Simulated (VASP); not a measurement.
# Au (Fm-3m) in VASP: further runs

Au is run at these levels: LDA; tasks: single point.

Program: VASP 6.6.1. These are calculated values, not measurements. Logs are shortened: lines on timing, memory, paths and dates and some standing lists are left out, and cuts for length are marked.

## 1. The cell of the first run

Symmetry: Fm-3m, No. 225, cubic system. Conventional cell: a = 4.117 Å, b = 4.117 Å, c = 4.117 Å, α = 90.00°, β = 90.00°, γ = 90.00°. Within 3.8 Å of Au (site symmetry m-3m) lie 12 Au at 2.91 Å.

## 2. Single point, LDA

INCAR reads:

```
PREC = Accurate
ENCUT = 520
EDIFF = 1E-6
ISMEAR = 0
SIGMA = 0.1
LREAL = F
LASPH = T
NELM = 60
ALGO = Normal
ISIF = 2
LWAVE = F
LCHARG = T
LELF = T
LVHAR = T
NBANDS = 12
```

KPOINTS reads:

```
Automatic mesh
0
Gamma
  8 8 8
```

POSCAR reads:

```
Au
1.0
    0.0000000000      2.0585000000      2.0585000000
    2.0585000000      0.0000000000      2.0585000000
    2.0585000000      2.0585000000      0.0000000000
Au
1
Direct
    0.0000000000      0.0000000000      0.0000000000
```

Potentials or basis: VASP PAW LDA potentials, release 64 (Au).

Command:

```
cat potpaw_LDA.64/Au/POTCAR > POTCAR
mpirun -np 1 vasp_std > vasp.out
```

OUTCAR:

```text
PREC = Accurate
   ENCUT = 520
   EDIFF = 1E-6
   ISMEAR = 0
   LREAL = F
   LASPH = T
   NELM = 60
   ISIF = 2

 ion  position               nearest neighbor table
   1  0.000  0.000  0.000-

  LATTYP: Found a face centered cubic cell.
 ALAT       =     4.1170000000

  Lattice vectors:

 A1 = (   0.0000000000,   2.0585000000,   2.0585000000)
 A2 = (   2.0585000000,   0.0000000000,   2.0585000000)
 A3 = (   2.0585000000,   2.0585000000,   0.0000000000)

Analysis of symmetry for initial positions (statically):
=====================================================================
 Subroutine PRICEL returns:
 Original cell was already a primitive cell.

 Routine SETGRP: Setting up the symmetry group for a
 face centered cubic supercell.

 Subroutine GETGRP returns: Found 48 space group operations
 (whereof 48 operations were pure point group operations)
 out of a pool of 48 trial point group operations.

The static configuration has the point symmetry O_h .

Analysis of symmetry for dynamics (positions and initial velocities):
=====================================================================
 Subroutine PRICEL returns:
 Original cell was already a primitive cell.

 Routine SETGRP: Setting up the symmetry group for a
 face centered cubic supercell.

 Subroutine GETGRP returns: Found 48 space group operations
 (whereof 48 operations were pure point group operations)
 out of a pool of 48 trial point group operations.

The dynamic configuration has the point symmetry O_h .

 Subroutine INISYM returns: Found 48 space group operations
 (whereof 48 operations are pure point group operations),
 and found     1 'primitive' translations

----------------------------------------------------------------------------------------

                                     Primitive cell

  volume of cell :      17.4455

  direct lattice vectors                    reciprocal lattice vectors
     0.000000000  2.058500000  2.058500000    -0.242895312  0.242895312  0.242895312
     2.058500000  0.000000000  2.058500000     0.242895312 -0.242895312  0.242895312
     2.058500000  2.058500000  0.000000000     0.242895312  0.242895312 -0.242895312

  length of vectors
     2.911158618  2.911158618  2.911158618     0.420707022  0.420707022  0.420707022

  position of ions in fractional coordinates (direct lattice)
     0.000000000  0.000000000  0.000000000

  ion indices of the primitive-cell ions
   primitive index   ion index
                 1           1

----------------------------------------------------------------------------------------

 KPOINTS: Automatic mesh

Automatic generation of k-mesh.
 Grid dimensions read from file:
 generate k-points for:    8    8    8

 Generating k-lattice:

  Cartesian coordinates                     Fractional coordinates (reciprocal lattice)
    -0.030361914  0.030361914  0.030361914     0.125000000  0.000000000  0.000000000
     0.030361914 -0.030361914  0.030361914     0.000000000  0.125000000  0.000000000
     0.030361914  0.030361914 -0.030361914     0.000000000  0.000000000  0.125000000

  Length of vectors
     0.052588378  0.052588378  0.052588378

  Shift w.r.t. Gamma in fractional coordinates (k-lattice)
     0.000000000  0.000000000  0.000000000

 Subroutine IBZKPT returns following result:
 ===========================================

 Found     29 irreducible k-points:

 Following reciprocal coordinates:
            Coordinates               Weight
  0.000000  0.000000  0.000000      1.000000
  0.125000  0.000000  0.000000      8.000000
  0.250000  0.000000  0.000000      8.000000
  0.375000  0.000000  0.000000      8.000000
  0.500000  0.000000  0.000000      4.000000
  0.125000  0.125000  0.000000      6.000000
[... 16 lines left out ...]
  0.500000  0.250000  0.125000     48.000000
 -0.375000  0.250000  0.125000     24.000000
 [... further k-points ...]
   k-points           NKPTS =     29   k-points in BZ     NKDIM =     29   number of bands    NBANDS=     12
   number of dos      NEDOS =    301   number of ions     NIONS =      1
   total plane-waves  NPLWV =  13824
   dimension x,y,z NGX =    24 NGY =   24 NGZ =   24
   dimension x,y,z NGXF=    48 NGYF=   48 NGZF=   48
   ions per type =               1
   NGX,Y,Z   is equivalent  to a cutoff of  13.71, 13.71, 13.71 a.u.
   NGXF,Y,Z  is equivalent  to a cutoff of  27.41, 27.41, 27.41 a.u.
 SYSTEM =  unknown system
   PREC   = accura    normal or accurate (medium, high low for compatibility)
   ISTART =      0    job   : 0-new  1-cont  2-samecut
   ICHARG =      2    charge: 1-file 2-atom 10-const
   ISPIN  =      1    spin polarized calculation?
   LNONCOLLINEAR =      F non collinear calculations
   LSORBIT =      F    spin-orbit coupling
   LASPH  =      T    aspherical Exc in radial PAW
   ENCUT  =  520.0 eV  38.22 Ry    6.18 a.u.   5.41  5.41  5.41*2*pi/ulx,y,z
   NELM   =     60;   NELMIN=  2; NELMDL= -5     # of ELM steps
   EDIFF  = 0.1E-05   stopping-criterion for ELM
   LREAL  =      F    real-space projection
   EDIFFG = 0.1E-04   stopping-criterion for IOM
   NSW    =      0    number of steps for IOM
   IBRION =     -1    ionic relax: 0-MD 1-quasi-New 2-CG
   NFREE  =      0    steps in history (QN), initial steepest desc. (CG)
   ISIF   =      2    stress and relaxation
   ISYM   =      2    0-nonsym 1-usesym 2-fastsym
   POTIM  = 0.5000    time-step for ionic-motion
   TEBEG  =    0.0;   TEEND  =   0.0 temperature during run
   PSTRESS=    0.0 pullay stress
   NELECT =      11.0000    total number of electrons
   NUPDOWN=      -1.0000    fix difference up-down
   EMIN   =  10.00;   EMAX   =-10.00  energy-range for DOS
   EFERMI =   0.00;   METHOD = LEGACY
   ISMEAR =     0;   SIGMA  =   0.10  broadening in eV -4-tet -1-fermi 0-gaus
   EFERMI_NEDOS =   21; number of points for ismear=-14 and -15
   IALGO  =     38    algorithm
   IMIX   =      4    mixing-type and parameters
     AMIX     =   0.40;   BMIX     =  1.00
     AMIX_MAG =   1.60;   BMIX_MAG =  1.00
  volume/ion in A,a.u.               =      17.45       117.73
  Fermi-wavevector in a.u.,A,eV,Ry     =   1.403820  2.652836 26.813157  1.970711
  Thomas-Fermi vector in A             =   2.526444
   LORBIT       =      0    0 simple, 1 ext, 2 COOP (PROOUT), +10 PAW based schemes
   GGA     = CA    functional components
   LHFCALC =     F    Hartree Fock is set to
   AEXX    =    0.0000 exact exchange contribution
   IVDW    =     0    specifies the selected vdW correction
   LEPSILON=     F    determine dielectric tensor
   LRPA    =     F    only Hartree local field effects (RPA)
 non-spin polarized calculation
 Gauss-broadening in eV      SIGMA  =   0.10
  energy-cutoff  :      520.00
  volume of cell :       17.45
 maximum number of plane-waves:       489
 NGX is ok and might be reduce to    24
   NGX = 11   NGY = 11   NGZ = 11

 number of electron      11.0000001 magnetization

 Free energy of the ion-electron system (eV)
  ---------------------------------------------------
  ext. energy  EPLUGINS =         0.00000000
  ---------------------------------------------------
  free energy    TOTEN  =        -4.38789232 eV

  energy without entropy =       -4.38475622  energy(sigma->0) =       -4.38632427

 E-fermi :   8.8089     XC(G=0): -12.8469

 val. band max:        8.7348281519   @ k =   0.5000   0.2500   0.1250
 cond. band min:       8.9988928873   @ k =   0.5000   0.3750   0.1250
 fundamental gap:      0.2640647354
 Fermi energy:         8.8088924726

 k-point     1 :       0.0000    0.0000    0.0000
  band No.  band energies     occupation
      1      -0.7756      2.00000
      2       4.3151      2.00000
      3       4.3151      2.00000
      4       4.3151      2.00000
      5       5.7933      2.00000
      6       5.7933      2.00000
      7      23.4107      0.00000
      8      27.2295      0.00000
      9      27.2295      0.00000
     10      27.2295      0.00000
     11      32.1846      0.00000
     12      36.5041      0.00000

 k-point     2 :       0.1250    0.0000    0.0000
  band No.  band energies     occupation
      1      -0.2548      2.00000
      2       4.1693      2.00000
      3       4.4747      2.00000
      4       4.4747      2.00000
      5       5.7372      2.00000
      6       5.7372      2.00000
      7      23.8027      0.00000
      8      24.7327      0.00000
      9      27.8080      0.00000
     10      27.8080      0.00000
     11      31.9856      0.00000
     12      34.1717      0.00000

 k-point     3 :       0.2500    0.0000    0.0000
  band No.  band energies     occupation
      1       0.9950      2.00000
      2       4.1889      2.00000
      3       4.5894      2.00000
      4       4.5894      2.00000
      5       5.9516      2.00000
      6       5.9516      2.00000
      7      19.8797      0.00000
      8      24.4386      0.00000
      9      28.4887      0.00000
     10      28.4887      0.00000
     11      30.4085      0.00000
     12      31.6584      0.00000
[... 286 lines left out ...]
 k-point    23 :       0.5000    0.2500    0.1250
  band No.  band energies     occupation
      1       2.7485      2.00000
      2       3.8576      2.00000
      3       4.0374      2.00000
      4       5.3298      2.00000
      5       6.4755      2.00000
      6       8.7348      1.70510
      7      15.7443      0.00000
      8      20.6126      0.00000
      9      23.0400      0.00000
     10      27.1690      0.00000
     11      31.0956      0.00000
     12      34.6797      0.00000

 k-point    24 :      -0.3750    0.2500    0.1250
  band No.  band energies     occupation
      1       2.7516      2.00000
      2       3.6805      2.00000
      3       4.7487      2.00000
      4       5.1319      2.00000
      5       6.8159      2.00000
      6      11.4976      0.00000
      7      11.8223      0.00000
      8      20.8331      0.00000
      9      21.8596      0.00000
     10      26.3766      0.00000
     11      32.4759      0.00000
     12      35.4595      0.00000

 [... further k-points ...]

------------------------ aborting loop because EDIFF is reached ----------------------------------------

  FORCE on cell =-STRESS in cart. coord.  units (eV):
  Direction    XX          YY          ZZ          XY          YZ          ZX
  --------------------------------------------------------------------------------------
  -------------------------------------------------------------------------------------
  Total       -0.7911563     -0.7911563     -0.7911563      0.0000000      0.0000000     -0.0000000
  in kB      -72.6591385    -72.6591385    -72.6591385      0.0000000      0.0000000     -0.0000000
  external PRESSURE =     -72.6591385 kB  Pullay stress =       0.0000000 kB

 VOLUME and BASIS-vectors are now :
 -----------------------------------------------------------------------------
  energy-cutoff  :      520.00
  volume of cell :       17.45
      direct lattice vectors                 reciprocal lattice vectors
     0.000000000  2.058500000  2.058500000    -0.242895312  0.242895312  0.242895312
     2.058500000  0.000000000  2.058500000     0.242895312 -0.242895312  0.242895312
     2.058500000  2.058500000  0.000000000     0.242895312  0.242895312 -0.242895312

 POSITION                                       TOTAL-FORCE (eV/Angst)
 -----------------------------------------------------------------------------------
      0.00000      0.00000      0.00000         0.000000     -0.000000     -0.000000
 -----------------------------------------------------------------------------------
    total drift:                               -0.000000      0.000000      0.000000

  FREE ENERGIE OF THE ION-ELECTRON SYSTEM (eV)
  ---------------------------------------------------
  free  energy   TOTEN  =        -4.3878923240 eV

  energy  without entropy=       -4.3847562244  energy(sigma->0) =       -4.38632427
```

Run time: 7.7 s. Hardware: 1 thread of Intel Xeon 8259CL, shared host; peak memory 0.13 GiB.

What came out:

```
Free energy : -4.3879 eV
Pressure    : -7.3 GPa
```

Levels at points of the mesh, in eV from the Fermi level:
| k point | band 2 | band 3 | band 4 | band 5 | band 6 | band 7 | band 8 | band 9 | band 10 | band 11 |
| --- | --- | --- | --- | --- | --- | --- | --- | --- | --- | --- |
| (0.00, 0.00, 0.00) | -4.49 | -4.49 | -4.49 | -3.02 | -3.02 | 14.60 | 18.42 | 18.42 | 18.42 | 23.38 |
| (0.50, 0.00, 0.00) | -4.52 | -4.52 | -1.86 | -1.86 | -0.81 | 3.01 | 14.05 | 16.93 | 16.93 | 24.66 |
| (0.50, 0.50, 0.00) | -6.48 | -1.89 | -1.55 | -1.55 | 1.11 | 5.64 | 9.94 | 9.94 | 17.08 | 19.62 |

Caveat: spin-orbit coupling is left out, which moves the levels of the heavy elements.

## 3. Single point, LDA

This run uses another cell than the first one, of 16.58 Å³/atom, 0.950 times its volume.

INCAR reads:

```
PREC = Accurate
ENCUT = 520
EDIFF = 1E-6
ISMEAR = 0
SIGMA = 0.1
LREAL = F
LASPH = T
NELM = 100
ALGO = Normal
ISIF = 2
LWAVE = F
LCHARG = F
NBANDS = 12
```

KPOINTS reads:

```
regular mesh
0
Gamma
  14 14 14
```

POSCAR reads:

```
Au
1.0
    0.0000000000      2.0238288612      2.0238288612
    2.0238288612      0.0000000000      2.0238288612
    2.0238288612      2.0238288612      0.0000000000
Au
1
Direct
    0.0000000000      0.0000000000      0.0000000000
```

Potentials or basis: VASP PAW LDA potentials, release 64 (Au).

Command:

```
cat potpaw_LDA.64/Au/POTCAR > POTCAR
mpirun -np 1 vasp_std > vasp.out
```

Run time: 22 s. Hardware: 1 thread of Intel Xeon 8259CL, shared host; peak memory 0.14 GiB.

It converged, with:

```yaml
Free_energy: -4.4434 eV
Pressure: 0.5 GPa
```

Levels at points of the mesh, in eV from the Fermi level:
```
           k point  band 4  band 5  band 6  band 7  band 8  band 9
(0.00, 0.00, 0.00)   -4.82   -3.21   -3.21   14.48   18.60   18.60
(0.50, 0.00, 0.00)   -1.94   -1.94   -1.10    3.24   13.94   17.26
(0.50, 0.50, 0.00)   -1.61   -1.61    0.92    6.01   10.04   10.04
```

Caveat: spin-orbit coupling is left out, which moves the levels of the heavy elements.
